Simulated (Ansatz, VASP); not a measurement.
**One calculation of Cl, two programs**

```xyz
1
Lattice="2.8749 0.0000 0.0000 0.0000 2.8749 0.0000 0.0000 0.0000 2.8749" Properties=species:S:1:pos:R:3 pbc="T T T"
Cl    0.0000    0.0000    0.0000
```

Alike in both runs: task relaxation of cell and atoms; functional PBE; k mesh 15 × 15 × 15; occupations fermi-dirac, width 0.1 eV; no spin polarisation.

```csv
,VASP,Ansatz
version,VASP 6.6.1,Ansatz 0.2.0
potentials or method,"VASP PAW PBE potentials, release 64 (Cl)","PAW with Ansatz's default frozen-core files, scalar-relativistic"
plane-wave cutoff (eV),600,420
valence electrons in the cell,7,7
```

|  | VASP | Ansatz | Ansatz less VASP |
| --- | --- | --- | --- |
| relaxed volume (Å³/atom) | 23.54 | 23.56 | +0.024 |
| relaxed cell length with the largest relative difference (Å) | 2.866 | 2.867 | +0.0010 |
